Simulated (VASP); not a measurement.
Set up this calculation in VASP 6.6.1, as the native input.

* Task: relaxation of cell and atoms
* Functional: LDA
* Potentials or basis: VASP PAW LDA potentials, release 64 (Cl)
* Cutoff: 500 eV
* k mesh: 16 × 16 × 16
* Occupations: fermi-dirac, width 0.1 eV
* Spin: no spin polarisation
* Target pressure: 19 GPa
* Dipole correction: no
* Further INCAR settings: ALGO = Normal; EDIFF = 1e-07; IBRION = 2; EDIFFG = -0.005; NSW = 60; ISIF = 3

The structure of Cl lies in POSCAR:

```
Cl
1.0
   -1.5437474268      1.5437474268      1.5437474268
    1.5437474268     -1.5437474268      1.5437474268
    1.5437474268      1.5437474268     -1.5437474268
Cl
1
Direct
    0.0000000000      0.0000000000      0.0000000000
```

One way to write it, as run:

INCAR

```
SYSTEM = Cl
PREC = Accurate ; ENCUT = 500
EDIFF = 1E-7 ; ISMEAR = -1
SIGMA = 0.1 ; LREAL = .False.
LASPH = .True. ; NELM = 120
ALGO = Normal ; ISIF = 3
LWAVE = .False. ; LCHARG = .False.
IBRION = 2 ; NSW = 60
EDIFFG = -0.005 ; PSTRESS = 190.0
GGA_COMPAT = .False. ; NELMIN = 4
```

KPOINTS

```
Automatic mesh
0
Gamma
  16 16 16
  0 0 0
```

Potentials or basis: VASP PAW LDA potentials, release 64 (Cl).

Launch:

```console
$ cat potpaw_LDA.64/Cl/POTCAR > POTCAR
$ mpirun -np 1 vasp_std > vasp.out
```

Results of the run:

The relaxed volume is 14.93 Å³/atom. The relaxed cell is a = 2.687 Å, b = 2.687 Å, c = 2.687 Å, α = 109.47°, β = 109.47°, γ = 109.47° and the space group after relaxing (to 0.1 Å) is Im-3m (No. 229). The energy change on relaxing (the run minimises the enthalpy) is -26.4 meV/atom and the ionic steps are 3. The pressure after relaxing is 19.0 GPa and the band gap on the k mesh is zero (an odd number of electrons rules out a gap without spin polarisation).

Caveat: the cell is relaxed towards a set pressure, so the run minimises the enthalpy, not the energy; an odd number of electrons without spin polarisation forces a metal; a magnetic or distorted state may lie lower.

Run time: 18 s on 1 thread of Intel Xeon 8259CL, with other jobs on the host, peak memory 0.12 GiB.
